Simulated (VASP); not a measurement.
# WC (P6_3/mmc) in VASP: single point with PBE

Aim: the single point of WC with PBE.

Everything below comes from runs of VASP 6.6.1. Logs are shortened: lines on timing, memory, paths and dates and some standing lists are left out, and cuts for length are marked.

## Step 1: The cell of the first run

It takes space group P6_3/mmc (No. 194, hexagonal). Conventional cell: a = 2.973 Å, b = 2.973 Å, c = 11.059 Å, α = 90.00°, β = 90.00°, γ = 120.00°. W (site symmetry 3m) has 6 C at 2.19 to 2.22 Å and 7 W at 2.81 to 2.97 Å within 3.0 Å. Within 3.0 Å of C (site symmetry -3m) lie 6 W at 2.19 Å and 6 C at 2.97 Å. Within 3.0 Å of C (site symmetry -6m2) lie 6 W at 2.22 Å and 6 C at 2.97 Å.

The cell was generated, and may not be a known phase.

## Step 2: Single point, PBE

INCAR

```
SYSTEM = WC
PREC = Accurate
ENCUT = 1300
EDIFF = 1E-6
ISMEAR = 0
SIGMA = 0.1
LREAL = .False.
LASPH = .True.
NELM = 120
ALGO = Normal
ISIF = 2
LWAVE = .False.
LCHARG = .False.
GGA = PE
NBANDS = 46
GGA_COMPAT = .False.
```

KPOINTS

```
regular mesh
0
Gamma
  6 6 2
  0 0 0
```

POSCAR

```
WC
1.0
    2.9725945649      0.0000000000      0.0000000000
   -1.4862972824      2.5743424083      0.0000000000
    0.0000000000      0.0000000000     11.0586255336
W C
4 4
Direct
    0.6666666667      0.3333333333      0.8770968800
    0.3333333333      0.6666666667      0.1229031200
    0.3333333333      0.6666666667      0.3770968800
    0.6666666667      0.3333333333      0.6229031200
    0.0000000000      0.0000000000      0.0000000000
    0.0000000000      0.0000000000      0.5000000000
    0.6666666667      0.3333333333      0.2500000000
    0.3333333333      0.6666666667      0.7500000000
```

Potentials or basis: VASP PAW PBE potentials, release 64 (W_sv, C_h).

The run is started by

```
$ cat potpaw_PBE.64/W_sv/POTCAR potpaw_PBE.64/C_h/POTCAR > POTCAR
$ mpirun -np 1 vasp_std > vasp.out
```

OUTCAR:

```text
SYSTEM = WC
   PREC = Accurate
   ENCUT = 1300
   EDIFF = 1E-6
   ISMEAR = 0
   LREAL = .False.
   LASPH = .True.
   NELM = 120
   ISIF = 2
   GGA = PE

 ion  position               nearest neighbor table
   1  0.667  0.333  0.877-   5 2.19   5 2.19   5 2.19   8 2.22   8 2.22   8 2.22   4 2.81   2 3.21
                             2 3.21   2 3.21
   2  0.333  0.667  0.123-   5 2.19   5 2.19   5 2.19   7 2.22   7 2.22   7 2.22   3 2.81   1 3.21
                             1 3.21   1 3.21
   3  0.333  0.667  0.377-   6 2.19   6 2.19   6 2.19   7 2.22   7 2.22   7 2.22   2 2.81   4 3.21
                             4 3.21   4 3.21
   4  0.667  0.333  0.623-   6 2.19   6 2.19   6 2.19   8 2.22   8 2.22   8 2.22   1 2.81   3 3.21
                             3 3.21   3 3.21
   5  0.000  0.000  0.000-   1 2.19   2 2.19   2 2.19   1 2.19   1 2.19   2 2.19
   6  0.000  0.000  0.500-   3 2.19   4 2.19   3 2.19   4 2.19   4 2.19   3 2.19
   7  0.667  0.333  0.250-   2 2.22   3 2.22   2 2.22   3 2.22   2 2.22   3 2.22
   8  0.333  0.667  0.750-   1 2.22   4 2.22   1 2.22   4 2.22   1 2.22   4 2.22

  LATTYP: Found a hexagonal cell.
 ALAT       =     2.9725945649
 C/A-ratio  =     3.7201930139

  Lattice vectors:

 A1 = (   2.9725945649,   0.0000000000,   0.0000000000)
 A2 = (  -1.4862972824,   2.5743424083,   0.0000000000)
 A3 = (   0.0000000000,   0.0000000000,  11.0586255336)

Analysis of symmetry for initial positions (statically):
=====================================================================
 Subroutine PRICEL returns:
 Original cell was already a primitive cell.

 Routine SETGRP: Setting up the symmetry group for a
 hexagonal supercell.

 Subroutine GETGRP returns: Found 24 space group operations
 (whereof 12 operations were pure point group operations)
 out of a pool of 24 trial point group operations.

The static configuration has the point symmetry D_3d.
 The point group associated with its full space group is D_6h.

Analysis of symmetry for dynamics (positions and initial velocities):
=====================================================================
 Subroutine PRICEL returns:
 Original cell was already a primitive cell.

 Routine SETGRP: Setting up the symmetry group for a
 hexagonal supercell.

 Subroutine GETGRP returns: Found 24 space group operations
 (whereof 12 operations were pure point group operations)
 out of a pool of 24 trial point group operations.

The dynamic configuration has the point symmetry D_3d.
 The point group associated with its full space group is D_6h.

 Subroutine INISYM returns: Found 24 space group operations
 (whereof 12 operations are pure point group operations),
 and found     1 'primitive' translations

----------------------------------------------------------------------------------------

                                     Primitive cell

  volume of cell :      84.6259

  direct lattice vectors                    reciprocal lattice vectors
     2.972594565  0.000000000  0.000000000     0.336406455  0.194224357  0.000000000
    -1.486297282  2.574342408  0.000000000     0.000000000  0.388448715  0.000000000
     0.000000000  0.000000000 11.058625534     0.000000000  0.000000000  0.090427151

  length of vectors
     2.972594565  2.972594565 11.058625534     0.388448715  0.388448715  0.090427151

  position of ions in fractional coordinates (direct lattice)
     0.666666667  0.333333333  0.877096880
     0.333333333  0.666666667  0.122903120
     0.333333333  0.666666667  0.377096880
     0.666666667  0.333333333  0.622903120
     0.000000000  0.000000000  0.000000000
     0.000000000  0.000000000  0.500000000
     0.666666667  0.333333333  0.250000000
     0.333333333  0.666666667  0.750000000

  ion indices of the primitive-cell ions
   primitive index   ion index
                 1           1
                 2           2
                 3           3
                 4           4
                 5           5
                 6           6
                 7           7
                 8           8

----------------------------------------------------------------------------------------

 KPOINTS: regular mesh

Automatic generation of k-mesh.
 Grid dimensions read from file:
 generate k-points for:    6    6    2

 Generating k-lattice:

  Cartesian coordinates                     Fractional coordinates (reciprocal lattice)
     0.056067743  0.032370726  0.000000000     0.166666667 -0.000000000  0.000000000
     0.000000000  0.064741452  0.000000000     0.000000000  0.166666667  0.000000000
     0.000000000  0.000000000  0.045213575     0.000000000  0.000000000  0.500000000

  Length of vectors
     0.064741452  0.064741452  0.045213575

  Shift w.r.t. Gamma in fractional coordinates (k-lattice)
     0.000000000  0.000000000  0.000000000

 Subroutine IBZKPT returns following result:
 ===========================================

 Found     14 irreducible k-points:

 Following reciprocal coordinates:
            Coordinates               Weight
  0.000000  0.000000  0.000000      1.000000
  0.166667  0.000000  0.000000      6.000000
  0.333333  0.000000  0.000000      6.000000
  0.500000  0.000000  0.000000      3.000000
  0.166667  0.166667  0.000000      6.000000
  0.333333  0.166667  0.000000     12.000000
  0.333333  0.333333  0.000000      2.000000
  0.000000  0.000000  0.500000      1.000000
  0.166667  0.000000  0.500000      6.000000
  0.333333  0.000000  0.500000      6.000000
  0.500000  0.000000  0.500000      3.000000
  0.166667  0.166667  0.500000      6.000000
  0.333333  0.166667  0.500000     12.000000
  0.333333  0.333333  0.500000      2.000000
   k-points           NKPTS =     14   k-points in BZ     NKDIM =     14   number of bands    NBANDS=     46
   number of dos      NEDOS =    301   number of ions     NIONS =      8
   total plane-waves  NPLWV = 181440
   dimension x,y,z NGX =    36 NGY =   36 NGZ =  140
   dimension x,y,z NGXF=    72 NGYF=   72 NGZF=  280
   ions per type =               4   4
   NGX,Y,Z   is equivalent  to a cutoff of  20.13, 20.13, 21.05 a.u.
   NGXF,Y,Z  is equivalent  to a cutoff of  40.27, 40.27, 42.09 a.u.
 SYSTEM =  WC
   PREC   = accura    normal or accurate (medium, high low for compatibility)
   ISTART =      0    job   : 0-new  1-cont  2-samecut
   ICHARG =      2    charge: 1-file 2-atom 10-const
   ISPIN  =      1    spin polarized calculation?
   LNONCOLLINEAR =      F non collinear calculations
   LSORBIT =      F    spin-orbit coupling
   LASPH  =      T    aspherical Exc in radial PAW
   ENCUT  = 1300.0 eV  95.55 Ry    9.77 a.u.   8.74  8.74 32.51*2*pi/ulx,y,z
   NELM   =    120;   NELMIN=  2; NELMDL= -5     # of ELM steps
   EDIFF  = 0.1E-05   stopping-criterion for ELM
   LREAL  =      F    real-space projection
   EDIFFG = 0.1E-04   stopping-criterion for IOM
   NSW    =      0    number of steps for IOM
   IBRION =     -1    ionic relax: 0-MD 1-quasi-New 2-CG
   NFREE  =      0    steps in history (QN), initial steepest desc. (CG)
   ISIF   =      2    stress and relaxation
   ISYM   =      2    0-nonsym 1-usesym 2-fastsym
   POTIM  = 0.5000    time-step for ionic-motion
   TEBEG  =    0.0;   TEEND  =   0.0 temperature during run
   PSTRESS=    0.0 pullay stress
   NELECT =      72.0000    total number of electrons
   NUPDOWN=      -1.0000    fix difference up-down
   EMIN   =  10.00;   EMAX   =-10.00  energy-range for DOS
   EFERMI =   0.00;   METHOD = LEGACY
   ISMEAR =     0;   SIGMA  =   0.10  broadening in eV -4-tet -1-fermi 0-gaus
   EFERMI_NEDOS =   21; number of points for ismear=-14 and -15
   IALGO  =     38    algorithm
   IMIX   =      4    mixing-type and parameters
     AMIX     =   0.40;   BMIX     =  1.00
     AMIX_MAG =   1.60;   BMIX_MAG =  1.00
  volume/ion in A,a.u.               =      10.58        71.39
  Fermi-wavevector in a.u.,A,eV,Ry     =   1.551260  2.931456 32.741166  2.406408
  Thomas-Fermi vector in A             =   2.655805
   LORBIT       =      0    0 simple, 1 ext, 2 COOP (PROOUT), +10 PAW based schemes
   GGA     = PE    functional components
   LHFCALC =     F    Hartree Fock is set to
   AEXX    =    0.0000 exact exchange contribution
   IVDW    =     0    specifies the selected vdW correction
   LEPSILON=     F    determine dielectric tensor
   LRPA    =     F    only Hartree local field effects (RPA)
 non-spin polarized calculation
 Gauss-broadening in eV      SIGMA  =   0.10
  energy-cutoff  :     1300.00
  volume of cell :       84.63
 maximum number of plane-waves:      9029
 NGX is ok and might be reduce to    36
   NGX = 17   NGY = 17   NGZ = 65

 number of electron      72.0000002 magnetization

 Free energy of the ion-electron system (eV)
  ---------------------------------------------------
  ext. energy  EPLUGINS =         0.00000000
  ---------------------------------------------------
  free energy    TOTEN  =       -87.21257400 eV

  energy without entropy =      -87.19353223  energy(sigma->0) =      -87.20305312

 E-fermi :  12.0475     XC(G=0): -13.7220

 val. band max:       12.0284806349   @ k =   0.0000   0.0000   0.0000
 cond. band min:      12.0511937794   @ k =   0.1667   0.0000   0.5000
 fundamental gap:      0.0227131445
 Fermi energy:        12.0475201470

 k-point     1 :       0.0000    0.0000    0.0000
  band No.  band energies     occupation
      1     -62.7577      2.00000
      2     -62.7463      2.00000
      3     -62.7355      2.00000
      4     -62.7241      2.00000
      5     -27.3483      2.00000
      6     -27.1197      2.00000
[... 38 lines left out ...]
     45      13.1316      0.00000
     46      14.8783      0.00000

 k-point     2 :       0.1667    0.0000    0.0000
  band No.  band energies     occupation
      1     -62.7462      2.00000
      2     -62.7361      2.00000
      3     -62.7242      2.00000
      4     -62.7140      2.00000
      5     -27.3048      2.00000
      6     -27.1069      2.00000
[... 38 lines left out ...]
     45      14.9452      0.00000
     46      15.3907      0.00000

 k-point     3 :       0.3333    0.0000    0.0000
  band No.  band energies     occupation
      1     -62.7228      2.00000
      2     -62.7161      2.00000
      3     -62.7010      2.00000
      4     -62.6943      2.00000
      5     -27.2632      2.00000
      6     -27.2384      2.00000
[... 38 lines left out ...]
     45      15.0293      0.00000
     46      17.3741      0.00000

 k-point     4 :       0.5000    0.0000    0.0000
  band No.  band energies     occupation
      1     -62.7105      2.00000
      2     -62.7066      2.00000
      3     -62.6889      2.00000
      4     -62.6850      2.00000
      5     -27.4115      2.00000
      6     -27.3730      2.00000
[... 430 lines left out ...]
     45      15.5001      0.00000
     46      15.5001      0.00000

 k-point    13 :       0.3333    0.1667    0.5000
  band No.  band energies     occupation
      1     -62.7087      2.00000
      2     -62.7087      2.00000
      3     -62.6867      2.00000
      4     -62.6867      2.00000
      5     -27.3099      2.00000
      6     -27.3099      2.00000
[... 38 lines left out ...]
     45      15.9854      0.00000
     46      15.9854      0.00000

 k-point    14 :       0.3333    0.3333    0.5000
  band No.  band energies     occupation
      1     -62.7031      2.00000
      2     -62.7031      2.00000
      3     -62.6815      2.00000
      4     -62.6815      2.00000
      5     -27.2018      2.00000
      6     -27.2018      2.00000
[... 38 lines left out ...]
     45      17.0351      0.00000
     46      17.0351      0.00000

------------------------ aborting loop because EDIFF is reached ----------------------------------------

  FORCE on cell =-STRESS in cart. coord.  units (eV):
  Direction    XX          YY          ZZ          XY          YZ          ZX
  --------------------------------------------------------------------------------------
  -------------------------------------------------------------------------------------
  Total        0.3901323      0.3901323      0.4030991      0.0000000      0.0000000     -0.0000000
  in kB        7.3861705      7.3861705      7.6316643      0.0000000      0.0000000     -0.0000000
  external PRESSURE =       7.4680018 kB  Pullay stress =       0.0000000 kB

 VOLUME and BASIS-vectors are now :
 -----------------------------------------------------------------------------
  energy-cutoff  :     1300.00
  volume of cell :       84.63
      direct lattice vectors                 reciprocal lattice vectors
     2.972594565  0.000000000  0.000000000     0.336406455  0.194224357  0.000000000
    -1.486297282  2.574342408  0.000000000     0.000000000  0.388448715  0.000000000
     0.000000000  0.000000000 11.058625534     0.000000000  0.000000000  0.090427151

 POSITION                                       TOTAL-FORCE (eV/Angst)
 -----------------------------------------------------------------------------------
      1.48630      0.85811      9.69949         0.000000      0.000000     -0.031198
     -0.00000      1.71623      1.35914        -0.000000     -0.000000      0.031198
     -0.00000      1.71623      4.17017         0.000000     -0.000000     -0.031198
      1.48630      0.85811      6.88845        -0.000000      0.000000      0.031198
      0.00000      0.00000      0.00000         0.000000      0.000000      0.000000
      0.00000      0.00000      5.52931         0.000000      0.000000      0.000000
      1.48630      0.85811      2.76466        -0.000000      0.000000      0.000000
     -0.00000      1.71623      8.29397         0.000000     -0.000000      0.000000
 -----------------------------------------------------------------------------------
    total drift:                               -0.000000      0.000000     -0.000000

  FREE ENERGIE OF THE ION-ELECTRON SYSTEM (eV)
  ---------------------------------------------------
  free  energy   TOTEN  =       -87.2125740027 eV

  energy  without entropy=      -87.1935322348  energy(sigma->0) =      -87.20305312
```

It took 2.7 min on 1 thread of Intel Xeon Platinum 8488C (Sapphire Rapids), shared host; peak memory 0.48 GiB.

Results:

```
Free energy            : -87.2126 eV
Pressure               : 0.7 GPa
Largest force          : 0.031 eV/Å
Band gap on the k mesh : zero (bands 36 and 37 overlap by 1.31 eV)
```

Forces in eV/Å, atoms in the order of the input:
```
W    0.000  0.000 -0.031
W    0.000  0.000  0.031
W    0.000  0.000 -0.031
W    0.000  0.000  0.031
C    0.000  0.000  0.000
C    0.000  0.000  0.000
C    0.000  0.000  0.000
C    0.000  0.000  0.000
```

Levels at points of the mesh, in eV from the Fermi level:
| k point | band 34 | band 35 | band 36 | band 37 | band 38 | band 39 |
| --- | --- | --- | --- | --- | --- | --- |
| (0.00, 0.00, 0.00) | -1.09 | -1.09 | -0.13 | -0.02 | -0.02 | 0.05 |
| (0.50, 0.00, 0.00) | -1.68 | -1.31 | -0.06 | 1.44 | 2.67 | 2.90 |
| (0.00, 0.00, 0.50) | -0.84 | -0.78 | -0.78 | -0.78 | -0.78 | 0.65 |
| (0.50, 0.00, 0.50) | -2.48 | -0.86 | -0.86 | 2.72 | 2.72 | 2.93 |

Caveat: the k points lie up to 0.41 Å⁻¹ apart, too coarse for converged energies and pressures of a metal; spin-orbit coupling is left out, which moves the levels of the heavy elements.

The gap in the log of VASP goes by the Fermi energy; the results here count the filled bands.